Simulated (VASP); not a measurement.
# SiCl3 in VASP: a series of runs

The runs below take SiCl3 through single point, with PBE.

All numbers are computed with VASP 6.6.1; they aren't measurements. Logs are shortened: lines on timing, memory, paths and dates and some standing lists are left out, and cuts for length are marked.

## (1) The cell of the first run

The typed cell holds 4 atoms: a = 5.678 Å, b = 5.678 Å, c = 6.664 Å, α = 90.00°, β = 90.00°, γ = 120.00°.

The cell was built from a structure type or drawn by symmetry, and may not be a known phase.

## (2) Single point, PBE

The input, INCAR:

```
SYSTEM = SiCl3
ALGO = Normal
EDIFF = 1E-6
ENCUT = 520
GGA = PE
ISIF = 2
ISMEAR = 0
LASPH = .True.
LCHARG = .False.
LREAL = .False.
LWAVE = .False.
NBANDS = 20
NELM = 100
PREC = Accurate
SIGMA = 0.1
```

The input, KPOINTS:

```
k-points
0
Gamma
  6 6 4
  0 0 0
```

The input, POSCAR:

```
SiCl3
1.0
    5.6777736465      0.0000000000      0.0000000000
   -2.8388868232      4.9170962148      0.0000000000
    0.0000000000      0.0000000000      6.6638143494
Si Cl
1 3
Direct
    0.0000000000      0.0000000000      0.4556403102
    0.5000000000      0.0000000000      0.4552906376
    0.0000000000      0.5000000000      0.4552906376
    0.5000000000      0.5000000000      0.4552906376
```

Potentials or basis: VASP PAW PBE potentials, release 64 (Si, Cl).

Launch:

```console
$ cat potpaw_PBE.64/Si/POTCAR potpaw_PBE.64/Cl/POTCAR > POTCAR
$ mpirun -np 1 vasp_std > vasp.out
```

OUTCAR:

```text
SYSTEM = SiCl3
   EDIFF = 1E-6
   ENCUT = 520
   GGA = PE
   ISIF = 2
   ISMEAR = 0
   LASPH = .True.
   LREAL = .False.
   NELM = 100
   PREC = Accurate

 ion  position               nearest neighbor table
   1  0.000  0.000  0.456-   3 2.84   3 2.84   2 2.84   2 2.84   4 2.84   4 2.84
   2  0.500  0.000  0.455-   1 2.84   1 2.84
   3  0.000  0.500  0.455-   1 2.84   1 2.84
   4  0.500  0.500  0.455-   1 2.84   1 2.84

  LATTYP: Found a hexagonal cell.
 ALAT       =     5.6777736465
 C/A-ratio  =     1.1736667864

  Lattice vectors:

 A1 = (   5.6777736465,   0.0000000000,   0.0000000000)
 A2 = (  -2.8388868232,   4.9170962148,   0.0000000000)
 A3 = (   0.0000000000,   0.0000000000,   6.6638143494)

Analysis of symmetry for initial positions (statically):
=====================================================================
 Subroutine PRICEL returns:
 Original cell was already a primitive cell.

 Routine SETGRP: Setting up the symmetry group for a
 hexagonal supercell.

 Subroutine GETGRP returns: Found 12 space group operations
 (whereof 12 operations were pure point group operations)
 out of a pool of 24 trial point group operations.

The static configuration has the point symmetry C_6v.

Analysis of symmetry for dynamics (positions and initial velocities):
=====================================================================
 Subroutine PRICEL returns:
 Original cell was already a primitive cell.

 Routine SETGRP: Setting up the symmetry group for a
 hexagonal supercell.

 Subroutine GETGRP returns: Found 12 space group operations
 (whereof 12 operations were pure point group operations)
 out of a pool of 24 trial point group operations.

The dynamic configuration has the point symmetry C_6v.

 Subroutine INISYM returns: Found 12 space group operations
 (whereof 12 operations are pure point group operations),
 and found     1 'primitive' translations

----------------------------------------------------------------------------------------

                                     Primitive cell

[... 82 lines left out ...]
   ISTART =      0    job   : 0-new  1-cont  2-samecut
   ICHARG =      2    charge: 1-file 2-atom 10-const
   ISPIN  =      1    spin polarized calculation?
   LNONCOLLINEAR =      F non collinear calculations
   LSORBIT =      F    spin-orbit coupling
   LASPH  =      T    aspherical Exc in radial PAW
   ENCUT  =  520.0 eV  38.22 Ry    6.18 a.u.  10.56 10.56 12.39*2*pi/ulx,y,z
   NELM   =    100;   NELMIN=  2; NELMDL= -5     # of ELM steps
   EDIFF  = 0.1E-05   stopping-criterion for ELM
   LREAL  =      F    real-space projection
   EDIFFG = 0.1E-04   stopping-criterion for IOM
   NSW    =      0    number of steps for IOM
   IBRION =     -1    ionic relax: 0-MD 1-quasi-New 2-CG
   NFREE  =      0    steps in history (QN), initial steepest desc. (CG)
   ISIF   =      2    stress and relaxation
   ISYM   =      2    0-nonsym 1-usesym 2-fastsym
   POTIM  = 0.5000    time-step for ionic-motion
   TEBEG  =    0.0;   TEEND  =   0.0 temperature during run
   PSTRESS=    0.0 pullay stress
   NELECT =      25.0000    total number of electrons
   NUPDOWN=      -1.0000    fix difference up-down
   EMIN   =  10.00;   EMAX   =-10.00  energy-range for DOS
   EFERMI =   0.00;   METHOD = LEGACY
   ISMEAR =     0;   SIGMA  =   0.10  broadening in eV -4-tet -1-fermi 0-gaus
   EFERMI_NEDOS =   21; number of points for ismear=-14 and -15
   IALGO  =     38    algorithm
   IMIX   =      4    mixing-type and parameters
     AMIX     =   0.40;   BMIX     =  1.00
     AMIX_MAG =   1.60;   BMIX_MAG =  1.00
  volume/ion in A,a.u.               =      46.51       313.87
  Fermi-wavevector in a.u.,A,eV,Ry     =   0.838529  1.584591  9.566685  0.703131
  Thomas-Fermi vector in A             =   1.952599
   LORBIT       =      0    0 simple, 1 ext, 2 COOP (PROOUT), +10 PAW based schemes
   GGA     = PE    functional components
   LHFCALC =     F    Hartree Fock is set to
   AEXX    =    0.0000 exact exchange contribution
   IVDW    =     0    specifies the selected vdW correction
   LEPSILON=     F    determine dielectric tensor
   LRPA    =     F    only Hartree local field effects (RPA)
 non-spin polarized calculation
 Gauss-broadening in eV      SIGMA  =   0.10
  energy-cutoff  :      520.00
  volume of cell :      186.04
 maximum number of plane-waves:      5040
   NGX = 21   NGY = 21   NGZ = 25

 number of electron      25.0000003 magnetization

 Free energy of the ion-electron system (eV)
  ---------------------------------------------------
  ext. energy  EPLUGINS =         0.00000000
  ---------------------------------------------------
  free energy    TOTEN  =        -9.24750734 eV

  energy without entropy =       -9.23984310  energy(sigma->0) =       -9.24367522

 E-fermi :  -1.1663     XC(G=0):  -5.5286

 val. band max:       -1.2317089283   @ k =   0.1667   0.1667   0.5000
 cond. band min:      -1.0018483858   @ k =   0.3333  -0.0000   0.0000
 fundamental gap:      0.2298605425
 Fermi energy:        -1.1662928980

 k-point     1 :       0.0000    0.0000    0.0000
  band No.  band energies     occupation
      1     -16.8457      2.00000
      2     -15.0512      2.00000
      3     -15.0512      2.00000
      4      -7.7945      2.00000
      5      -6.5248      2.00000
      6      -6.5248      2.00000
[... 472 lines left out ...]
     19       6.0966      0.00000
     20       6.6384      0.00000

------------------------ aborting loop because EDIFF is reached ----------------------------------------

  FORCE on cell =-STRESS in cart. coord.  units (eV):
  Direction    XX          YY          ZZ          XY          YZ          ZX
  --------------------------------------------------------------------------------------
  -------------------------------------------------------------------------------------
  Total       -0.2182750     -0.2182750     -0.0083145     -0.0000000     -0.0000000      0.0000000
  in kB       -1.8797707     -1.8797707     -0.0716039     -0.0000000     -0.0000000      0.0000000
  external PRESSURE =      -1.2770485 kB  Pullay stress =       0.0000000 kB

 VOLUME and BASIS-vectors are now :
 -----------------------------------------------------------------------------
  energy-cutoff  :      520.00
  volume of cell :      186.04
      direct lattice vectors                 reciprocal lattice vectors
     5.677773647  0.000000000  0.000000000     0.176125373  0.101686031  0.000000000
    -2.838886823  4.917096215  0.000000000     0.000000000  0.203372063  0.000000000
     0.000000000  0.000000000  6.663814349     0.000000000  0.000000000  0.150064205

 POSITION                                       TOTAL-FORCE (eV/Angst)
 -----------------------------------------------------------------------------------
      0.00000      0.00000      3.03630         0.000000     -0.000000     -0.002462
      2.83889      0.00000      3.03397        -0.000000      0.000000      0.000821
     -1.41944      2.45855      3.03397        -0.000000      0.000000      0.000821
      1.41944      2.45855      3.03397        -0.000000      0.000000      0.000821
 -----------------------------------------------------------------------------------
    total drift:                                0.000000      0.000000     -0.000107

  FREE ENERGIE OF THE ION-ELECTRON SYSTEM (eV)
  ---------------------------------------------------
  free  energy   TOTEN  =        -9.2475073441 eV

  energy  without entropy=       -9.2398431001  energy(sigma->0) =       -9.24367522
```

stdout:

```text
POSCAR found type information on POSCAR SiCl
 POSCAR found :  2 types and       4 ions
 scaLAPACK will be used
 LDA part: xc-table for (Slater+PW92), standard interpolation
 POSCAR, INCAR and KPOINTS ok, starting setup
 FFT: planning ... GRIDC
 FFT: planning ... GRID_SOFT
 FFT: planning ... GRID
 WAVECAR not read
 entering main loop
```

Run time: 45 s. Hardware: 1 thread of Intel Xeon Platinum 8559C (Emerald Rapids), shared host; peak memory 0.3 GiB.

What came out:

| Item | Value |
| --- | --- |
| Free energy | -9.2475 eV |
| Pressure | -0.1 GPa |
| Band gap on the k mesh | zero (an odd number of electrons rules out a gap without spin polarisation) |

Forces on the atoms (eV/Å):
```
Si   0.000  0.000 -0.002
Cl   0.000  0.000  0.001
Cl   0.000  0.000  0.001
Cl   0.000  0.000  0.001
```

Caveat: an odd number of electrons without spin polarisation forces a metal; a magnetic or distorted state may lie lower.

## (3) Single point, PBE

The input, INCAR:

```
PREC = Accurate
ENCUT = 520
EDIFF = 1E-7
ISMEAR = 0
SIGMA = 0.1
LREAL = False
LASPH = True
NELM = 60
ALGO = Normal
ISIF = 2
LWAVE = False
LCHARG = True
GGA = PE
LELF = True
LVHAR = True
NBANDS = 20
```

The input, KPOINTS:

```
regular mesh
0
Gamma
  12 12 8
```

The input, POSCAR:

```
SiCl3
1.0
    5.6732292832      0.0000000000      0.0000000000
   -2.8366146416      4.9131606807      0.0000000000
    0.0000000000      0.0000000000      6.6698940408
Si Cl
1 3
Direct
    0.0000000000      0.0000000000      0.0000000000
    0.5000000000      0.0000000000      0.0000000000
    0.0000000000      0.5000000000      0.0000000000
    0.5000000000      0.5000000000      0.0000000000
```

Potentials or basis: VASP PAW PBE potentials, release 64 (Si, Cl).

Launch:

```console
$ cat potpaw_PBE.64/Si/POTCAR potpaw_PBE.64/Cl/POTCAR > POTCAR
$ mpirun -np 1 vasp_std > vasp.out
```

Run time: 3.6 min. Hardware: 1 thread of Intel Xeon Platinum 8559C (Emerald Rapids), shared host; peak memory 0.47 GiB.

Results (log left out):

```
Free energy            : -9.2328 eV
Pressure               : 0.0 GPa
Band gap on the k mesh : zero (an odd number of electrons rules out a gap without spin polarisation)
```

Levels at points of the mesh, in eV from the Fermi level:
| k point | band 8 | band 9 | band 10 | band 11 | band 12 | band 13 | band 14 | band 15 | band 16 | band 17 |
| --- | --- | --- | --- | --- | --- | --- | --- | --- | --- | --- |
| (0.00, 0.00, 0.00) | -3.66 | -1.82 | -1.82 | -0.88 | 0.22 | 0.22 | 0.68 | 3.86 | 4.07 | 4.07 |
| (0.50, 0.00, 0.00) | -2.80 | -2.63 | -2.38 | -1.88 | -1.76 | 0.12 | 0.23 | 0.60 | 3.28 | 5.28 |
| (0.00, 0.00, 0.50) | -3.69 | -1.83 | -1.83 | -0.88 | 0.22 | 0.22 | 0.61 | 4.08 | 4.08 | 5.28 |
| (0.50, 0.00, 0.50) | -2.80 | -2.65 | -2.38 | -1.89 | -1.76 | 0.12 | 0.16 | 0.61 | 3.29 | 6.26 |

Caveat: an odd number of electrons without spin polarisation forces a metal; a magnetic or distorted state may lie lower.
